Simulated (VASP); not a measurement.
CdTe:

```xyz
2
Lattice="0.0000 3.2050 3.2050 3.2050 0.0000 3.2050 3.2050 3.2050 0.0000" Properties=species:S:1:pos:R:3 pbc="T T T"
Cd    0.0000    0.0000    0.0000
Te    4.8075    4.8075    4.8075
```

Base run:

* Program: VASP 6.6.1
* Functional: PBEsol
* Potentials or basis: VASP PAW PBE potentials, release 64 (Cd, Te)
* Cutoff: 520 eV
* k mesh: 9 × 9 × 9
* Occupations: fermi-dirac, width 0.08 eV
* Spin: no spin polarisation

Its results: band gap on the k mesh 0.76 eV; pressure 1.8 GPa.

Question: The run is repeated on the same cell with these changes: functional from PBEsol to PBE. What comes out?

Answer: Band gap on the k mesh 0.87 eV; pressure 4.4 GPa.

PBE binds less tightly than PBEsol, so the same cell stands under more pressure.

Caveats: spin-orbit coupling is left out, which moves the levels of the heavy elements; the PAW data sets were made with another functional, which shifts forces and pressure a little (at least some runs); the cell stands under pressure (at least some runs).

